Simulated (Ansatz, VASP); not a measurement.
# One calculation of TaS2, two programs

File INCAR:

```
ALGO     = Normal         # electronic algorithm
EDIFF    = 1E-8           # SCF threshold, eV
ENCUT    = 400            # plane-wave cutoff, eV
GGA      = PE             # functional
GGA_COMPAT= F            
ISIF     = 2              # what is computed and relaxed
ISMEAR   = -1             # smearing method
LASPH    = T              # aspherical terms in the spheres
LCHARG   = F              # write CHGCAR
LEFG     = T            
LREAL    = F              # projectors in reciprocal space
LWAVE    = F              # write WAVECAR
NBANDS   = 18             # bands
NELM     = 120            # most SCF steps
PREC     = Accurate       # precision mode
SIGMA    = 0.03           # smearing width, eV
```

File KPOINTS:

```
k-points
0
Gamma
  9 9 5
```

Contents of POSCAR:

```
TaS2
1.0
    3.2830020782      0.0000000000      0.0000000000
   -1.6415010391      2.8431632004      0.0000000000
    0.0000000000      0.0000000000      5.8600000000
Ta S
1 2
Direct
    0.0000000000      0.0000000000      0.0000000000
    0.3333333333      0.6666666667      0.2500000000
    0.6666666667      0.3333333333      0.7500000000
```

Input for Ansatz:

```yaml
crystal:
  lattice:
    - [3.2830020782, 0.0, 0.0]
    - [-1.6415010391, 2.8431632004, 0.0]
    - [0.0, 0.0, 5.86]
  atoms:
    - { symbol: Ta, position: [0.0, 0.0, 0.0] }
    - { symbol: S, position: [0.3333333333, 0.6666666667, 0.25] }
    - { symbol: S, position: [0.6666666667, 0.3333333333, 0.75] }
kpoints:
  mp_grid: { grid: [9, 9, 5] }
scf:
  occupations: { method: fermi_dirac, width: 0.03 }
hamiltonian:
  xc: pbe
  pseudopotentials: { kind: all_electron, datasets: crystal }
output:
  forces: true
  stress: true
  eigenvalues: true
  efg: { contact_densities: true }
```

Change from the starting cell: equal xx and yy strain of -2 %, crystal datasets.

Alike in both runs: task electric field gradients; functional PBE; k mesh 9 × 9 × 5; occupations fermi-dirac, width 0.03 eV; no spin polarisation.

```csv
,VASP,Ansatz
version,VASP 6.6.1,Ansatz 0.2.0
potentials or method,"VASP PAW PBE potentials, release 64 (Ta_pv, S), cutoff 400 eV","all-electron PAW with datasets made for the crystal, scalar-relativistic"
```

Ansatz gave:

- pressure (GPa): 16.1
- traceless stress, the component that is largest in VASP (GPa): 2.13
- rms of the force components (eV/Å): 0.871
- size of Vzz on the site where it differs most (V/Å²): 177.9

Estimate VASP's values.

pressure (GPa): 16.1; traceless stress, the component that is largest in VASP (GPa): 2.20; rms of the force components (eV/Å): 0.882; size of Vzz on the site where it differs most (V/Å²): 146.5.

Atom by atom the forces differ by 0.011 eV/Å (rms over components). Ansatz ran all-electron here, and VASP with PAW potentials.

Neither program's run includes spin-orbit coupling.
